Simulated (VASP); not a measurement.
# CdS (P3m1) in VASP: a series of runs

CdS is run at these levels: PBEsol, PBE, RPBE, revPBE; tasks: single point.

Program: VASP 6.6.1. These are calculated values, not measurements. Logs are shortened: lines on timing, memory, paths and dates and some standing lists are left out, and cuts for length are marked.

## (1) The cell of the first run

It takes space group P3m1 (No. 156, trigonal). The conventional cell has a = 4.186 Å, b = 4.186 Å, c = 5.807 Å, α = 90.00°, β = 90.00°, γ = 120.00°. Within 3.2 Å of Cd (site symmetry 3m) lie 3 S at 2.42 Å. Within 3.2 Å of S (site symmetry 3m) lie 3 Cd at 2.42 Å.

## (2) Single point, PBEsol

INCAR

```
SYSTEM = CdS
PREC     = Accurate       ! precision mode
ENCUT    = 520            ! plane-wave cutoff, eV
EDIFF    = 1E-6           ! SCF threshold, eV
ISMEAR   = -1             ! smearing method
SIGMA    = 0.05           ! smearing width, eV
LREAL    = .FALSE.        ! projectors in reciprocal space
LASPH    = .TRUE.         ! aspherical terms in the spheres
NELM     = 60             ! most SCF steps
ALGO     = Normal         ! electronic algorithm
ISIF     = 2              ! what is computed and relaxed
LWAVE    = .FALSE.        ! write WAVECAR
LCHARG   = .TRUE.         ! write CHGCAR
GGA      = PS             ! functional
LELF     = .TRUE.         ! ELF
LVHAR    = .TRUE.       
NBANDS   = 16             ! bands
```

KPOINTS

```
Automatic mesh
0
G
  7 7 5
  0 0 0
```

POSCAR

```
CdS
1.0
    4.1856499302      0.0000000000      0.0000000000
   -2.0928249651      3.6248791709      0.0000000000
    0.0000000000      0.0000000000      5.8066212051
Cd S
1 1
Direct
    0.0000000000      0.0000000000      0.4423444219
    0.6666666667      0.3333333333      0.4346555781
```

Potentials or basis: VASP PAW PBE potentials, release 64 (Cd, S).

Run with:

```
cat potpaw_PBE.64/Cd/POTCAR potpaw_PBE.64/S/POTCAR > POTCAR
mpirun -np 1 vasp_std > vasp.out
```

OUTCAR:

```text
SYSTEM = CdS
   PREC = Accurate
   ENCUT = 520
   EDIFF = 1E-6
   ISMEAR = -1
   LREAL = .FALSE.
   LASPH = .TRUE.
   NELM = 60
   ISIF = 2
   GGA = PS

 ion  position               nearest neighbor table
   1  0.000  0.000  0.442-   2 2.42   2 2.42   2 2.42
   2  0.667  0.333  0.435-   1 2.42   1 2.42   1 2.42

  LATTYP: Found a hexagonal cell.
 ALAT       =     4.1856499302
 C/A-ratio  =     1.3872687162

  Lattice vectors:

 A1 = (   4.1856499302,   0.0000000000,   0.0000000000)
 A2 = (  -2.0928249651,   3.6248791709,   0.0000000000)
 A3 = (   0.0000000000,   0.0000000000,   5.8066212051)

Analysis of symmetry for initial positions (statically):
=====================================================================
 Subroutine PRICEL returns:
 Original cell was already a primitive cell.

 Routine SETGRP: Setting up the symmetry group for a
 hexagonal supercell.

 Subroutine GETGRP returns: Found  6 space group operations
 (whereof  6 operations were pure point group operations)
 out of a pool of 24 trial point group operations.

The static configuration has the point symmetry C_3v.

Analysis of symmetry for dynamics (positions and initial velocities):
=====================================================================
 Subroutine PRICEL returns:
 Original cell was already a primitive cell.

 Routine SETGRP: Setting up the symmetry group for a
 hexagonal supercell.

 Subroutine GETGRP returns: Found  6 space group operations
 (whereof  6 operations were pure point group operations)
 out of a pool of 24 trial point group operations.

The dynamic configuration has the point symmetry C_3v.

 Subroutine INISYM returns: Found  6 space group operations
 (whereof  6 operations are pure point group operations),
 and found     1 'primitive' translations

----------------------------------------------------------------------------------------

                                     Primitive cell

  volume of cell :      88.1008

  direct lattice vectors                    reciprocal lattice vectors
     4.185649930  0.000000000  0.000000000     0.238911523  0.137935632  0.000000000
[... 75 lines left out ...]
   NGXF,Y,Z  is equivalent  to a cutoff of  25.42, 25.42, 27.49 a.u.
 SYSTEM =  CdS
   PREC   = accura    normal or accurate (medium, high low for compatibility)
   ISTART =      0    job   : 0-new  1-cont  2-samecut
   ICHARG =      2    charge: 1-file 2-atom 10-const
   ISPIN  =      1    spin polarized calculation?
   LNONCOLLINEAR =      F non collinear calculations
   LSORBIT =      F    spin-orbit coupling
   LASPH  =      T    aspherical Exc in radial PAW
   ENCUT  =  520.0 eV  38.22 Ry    6.18 a.u.   7.78  7.78 10.80*2*pi/ulx,y,z
   NELM   =     60;   NELMIN=  2; NELMDL= -5     # of ELM steps
   EDIFF  = 0.1E-05   stopping-criterion for ELM
   LREAL  =      F    real-space projection
   EDIFFG = 0.1E-04   stopping-criterion for IOM
   NSW    =      0    number of steps for IOM
   IBRION =     -1    ionic relax: 0-MD 1-quasi-New 2-CG
   NFREE  =      0    steps in history (QN), initial steepest desc. (CG)
   ISIF   =      2    stress and relaxation
   ISYM   =      2    0-nonsym 1-usesym 2-fastsym
   POTIM  = 0.5000    time-step for ionic-motion
   TEBEG  =    0.0;   TEEND  =   0.0 temperature during run
   PSTRESS=    0.0 pullay stress
   NELECT =      18.0000    total number of electrons
   NUPDOWN=      -1.0000    fix difference up-down
   EMIN   =  10.00;   EMAX   =-10.00  energy-range for DOS
   EFERMI =   0.00;   METHOD = LEGACY
   ISMEAR =    -1;   SIGMA  =   0.05  broadening in eV -4-tet -1-fermi 0-gaus
   EFERMI_NEDOS =   21; number of points for ismear=-14 and -15
   IALGO  =     38    algorithm
   IMIX   =      4    mixing-type and parameters
     AMIX     =   0.40;   BMIX     =  1.00
     AMIX_MAG =   1.60;   BMIX_MAG =  1.00
  volume/ion in A,a.u.               =      44.05       297.27
  Fermi-wavevector in a.u.,A,eV,Ry     =   0.964212  1.822096 12.649391  0.929704
  Thomas-Fermi vector in A             =   2.093824
   LORBIT       =      0    0 simple, 1 ext, 2 COOP (PROOUT), +10 PAW based schemes
   GGA     = PS    functional components
   LHFCALC =     F    Hartree Fock is set to
   AEXX    =    0.0000 exact exchange contribution
   IVDW    =     0    specifies the selected vdW correction
   LEPSILON=     F    determine dielectric tensor
   LRPA    =     F    only Hartree local field effects (RPA)
 non-spin polarized calculation
  energy-cutoff  :      520.00
  volume of cell :       88.10
 maximum number of plane-waves:      2392
 NGX is ok and might be reduce to    32
   NGX = 15   NGY = 15   NGZ = 21

 number of electron      18.0000000 magnetization

 Free energy of the ion-electron system (eV)
  ---------------------------------------------------
  ext. energy  EPLUGINS =         0.00000000
  ---------------------------------------------------
  free energy    TOTEN  =        -6.18958287 eV

  energy without entropy =       -6.18958286  energy(sigma->0) =       -6.18958286

 E-fermi :  -1.1504     XC(G=0):  -6.2839

 val. band max:       -1.9661057779   @ k =   0.0000   0.0000   0.4000
 cond. band min:      -0.4384632783   @ k =   0.0000   0.0000   0.0000
 fundamental gap:      1.5276424996
 Fermi energy:        -1.1504302088

 k-point     1 :       0.0000    0.0000    0.0000
  band No.  band energies     occupation
      1     -13.8678      2.00000
      2      -9.8094      2.00000
      3      -9.8094      2.00000
      4      -9.1845      2.00000
      5      -9.1845      2.00000
      6      -8.9427      2.00000
[... 433 lines left out ...]
      3      -9.6064      2.00000
      4      -9.2688      2.00000
      5      -9.1968      2.00000
      6      -8.8633      2.00000
[... 8 lines left out ...]
     15       7.9655      0.00000
     16       8.5424      0.00000

 [... further k-points ...]
[... 5 lines left out ...]
  --------------------------------------------------------------------------------------
  -------------------------------------------------------------------------------------
  Total        0.2173206      0.2173206     -0.0066701      0.0000000      0.0000000      0.0000000
  in kB        3.9521338      3.9521338     -0.1213003      0.0000000      0.0000000      0.0000000
  external PRESSURE =       2.5943224 kB  Pullay stress =       0.0000000 kB

 VOLUME and BASIS-vectors are now :
 -----------------------------------------------------------------------------
  energy-cutoff  :      520.00
  volume of cell :       88.10
      direct lattice vectors                 reciprocal lattice vectors
     4.185649930  0.000000000  0.000000000     0.238911523  0.137935632  0.000000000
    -2.092824965  3.624879171  0.000000000     0.000000000  0.275871264  0.000000000
     0.000000000  0.000000000  5.806621205     0.000000000  0.000000000  0.172217192

 POSITION                                       TOTAL-FORCE (eV/Angst)
 -----------------------------------------------------------------------------------
      0.00000      0.00000      2.56853         0.000000     -0.000000     -0.000609
      2.09282      1.20829      2.52388        -0.000000      0.000000      0.000609
 -----------------------------------------------------------------------------------
    total drift:                                0.000001     -0.000000      0.000165

  FREE ENERGIE OF THE ION-ELECTRON SYSTEM (eV)
  ---------------------------------------------------
  free  energy   TOTEN  =        -6.1895828679 eV

  energy  without entropy=       -6.1895828565  energy(sigma->0) =       -6.18958286
```

OSZICAR:

```text
N       E                     dE             d eps       ncg     rms          rms(c)
DAV:   1     0.108894853638E+03    0.10889E+03   -0.80100E+03  1024   0.944E+02
DAV:   2    -0.111384177040E+01   -0.11001E+03   -0.10393E+03  1256   0.236E+02
DAV:   3    -0.685206515625E+01   -0.57382E+01   -0.57174E+01  1320   0.550E+01
DAV:   4    -0.690881038136E+01   -0.56745E-01   -0.56737E-01  1296   0.526E+00
DAV:   5    -0.690995016931E+01   -0.11398E-02   -0.11398E-02  1344   0.697E-01    0.806E+00
DAV:   6    -0.622414605806E+01    0.68580E+00   -0.11726E+00  1544   0.135E+01    0.626E+00
DAV:   7    -0.619043300247E+01    0.33713E-01   -0.28830E-01  1272   0.357E+00    0.282E+00
DAV:   8    -0.618873514099E+01    0.16979E-02   -0.32505E-02  1256   0.219E+00    0.307E-01
DAV:   9    -0.618870966066E+01    0.25480E-04   -0.39061E-03  1200   0.844E-01    0.113E-01
DAV:  10    -0.618919613755E+01   -0.48648E-03   -0.44465E-04  1200   0.159E-01    0.100E-01
DAV:  11    -0.618959406400E+01   -0.39793E-03   -0.55102E-04  1072   0.177E-01    0.661E-02
DAV:  12    -0.618957585301E+01    0.18211E-04   -0.55503E-05  1152   0.924E-02    0.171E-02
DAV:  13    -0.618958094209E+01   -0.50891E-05   -0.93527E-06  1264   0.178E-02    0.113E-02
DAV:  14    -0.618958282953E+01   -0.18874E-05   -0.17723E-06  1000   0.115E-02    0.419E-03
DAV:  15    -0.618958286791E+01   -0.38383E-07   -0.84408E-08  1144   0.307E-03
   1 F= -.61895829E+01 E0= -.61895829E+01  d E =-.113803E-07
```

Wall time 71 s (1 thread of Intel Xeon Platinum 8259CL at 2.50GHz (Skylake/Cascade Lake), shared host); peak memory 0.23 GiB.

Results:

| Quantity | Value |
| --- | --- |
| Free energy | -6.1896 eV |
| Pressure | 0.3 GPa |
| Band gap on the k mesh | 1.53 eV |

Levels at points of the mesh, in eV from the valence-band top:
| k point | band 5 | band 6 | band 7 | band 8 | band 9 | band 10 | band 11 | band 12 | band 13 | band 14 |
| --- | --- | --- | --- | --- | --- | --- | --- | --- | --- | --- |
| (0.00, 0.00, 0.00) | -7.22 | -6.98 | -1.29 | 0.00 | 0.00 | 1.53 | 5.57 | 6.88 | 6.88 | 7.02 |

Caveat: the PAW data sets were made with another functional, which shifts forces and pressure a little; an odd mesh through Γ misses points on the zone boundary, where band edges can lie.

## (3) Single point, PBE

This run uses another cell than the first one.

INCAR

```
PREC = Accurate ; ENCUT = 520
EDIFF = 1E-6 ; ISMEAR = 0
SIGMA = 0.011 ; LREAL = F
LASPH = T ; NELM = 80
ALGO = Normal ; ISIF = 2
LWAVE = F ; LCHARG = F
GGA = PE ; NBANDS = 16
```

KPOINTS

```
regular mesh
0
Gamma
  7 7 5
```

POSCAR

```
CdS
1.0
    4.2611695877      0.0000000000      0.0000000000
   -2.1305847939      3.6902811128      0.0000000000
    0.0000000000      0.0000000000      5.8041729400
Cd S
1 1
Direct
    0.0000000000      0.0000000000      0.4426919200
    0.6666666667      0.3333333333      0.4343080800
```

Potentials or basis: VASP PAW PBE potentials, release 64 (Cd, S).

Run with:

```
cat potpaw_PBE.64/Cd/POTCAR potpaw_PBE.64/S/POTCAR > POTCAR
mpirun -np 1 vasp_std > vasp.out
```

OUTCAR:

```text
PREC = Accurate
   ENCUT = 520
   EDIFF = 1E-6
   ISMEAR = 0
   LREAL = F
   LASPH = T
   NELM = 80
   ISIF = 2
   GGA = PE

 ion  position               nearest neighbor table
   1  0.000  0.000  0.443-   2 2.46   2 2.46   2 2.46
   2  0.667  0.333  0.434-   1 2.46   1 2.46   1 2.46

  LATTYP: Found a hexagonal cell.
 ALAT       =     4.2611695877
 C/A-ratio  =     1.3621079426

  Lattice vectors:

 A1 = (   4.2611695877,   0.0000000000,   0.0000000000)
[... 189 lines left out ...]
      4      -9.2517      2.00000
      5      -9.2517      2.00000
      6      -9.0459      2.00000
[... 433 lines left out ...]
      3      -9.5830      2.00000
      4      -9.3199      2.00000
      5      -9.2619      2.00000
      6      -8.9573      2.00000
[... 8 lines left out ...]
     15       7.8493      0.00000
     16       8.3209      0.00000

 [... further k-points ...]
[... 5 lines left out ...]
  --------------------------------------------------------------------------------------
  -------------------------------------------------------------------------------------
  Total       -0.0507329     -0.0507329     -0.0029052      0.0000000      0.0000000      0.0000000
  in kB       -0.8905780     -0.8905780     -0.0509989      0.0000000      0.0000000      0.0000000
  external PRESSURE =      -0.6107183 kB  Pullay stress =       0.0000000 kB

 VOLUME and BASIS-vectors are now :
 -----------------------------------------------------------------------------
  energy-cutoff  :      520.00
  volume of cell :       91.27
      direct lattice vectors                 reciprocal lattice vectors
     4.261169588  0.000000000  0.000000000     0.234677353  0.135491033  0.000000000
    -2.130584794  3.690281113  0.000000000     0.000000000  0.270982066  0.000000000
     0.000000000  0.000000000  5.804172940     0.000000000  0.000000000  0.172289835

 POSITION                                       TOTAL-FORCE (eV/Angst)
 -----------------------------------------------------------------------------------
      0.00000      0.00000      2.56946        -0.000000      0.000000     -0.002428
      2.13058      1.23009      2.52080         0.000000      0.000000      0.002428
 -----------------------------------------------------------------------------------
    total drift:                                0.000001     -0.000000      0.000032

  FREE ENERGIE OF THE ION-ELECTRON SYSTEM (eV)
  ---------------------------------------------------
  free  energy   TOTEN  =        -5.6488653449 eV

  energy  without entropy=       -5.6488653449  energy(sigma->0) =       -5.64886534
```

Wall time 50 s (1 thread of Intel Xeon Platinum 8259CL at 2.50GHz (Skylake/Cascade Lake), shared host); peak memory 0.22 GiB.

What came out:

* Free energy: -5.6489 eV
* Pressure: -0.1 GPa
* Band gap on the k mesh: 1.47 eV

Forces in eV/Å, atoms in the order of the input:
```
Cd   0.000  0.000 -0.002
S    0.000  0.000  0.002
```

Levels at points of the mesh, in eV from the valence-band top:
| k point | band 5 | band 6 | band 7 | band 8 | band 9 | band 10 | band 11 | band 12 | band 13 | band 14 |
| --- | --- | --- | --- | --- | --- | --- | --- | --- | --- | --- |
| (0.00, 0.00, 0.00) | -7.13 | -6.93 | -1.05 | 0.00 | 0.00 | 1.47 | 5.58 | 6.93 | 6.93 | 6.98 |

Caveat: an odd mesh through Γ misses points on the zone boundary, where band edges can lie.

(Part 1 of 2 ends here.)
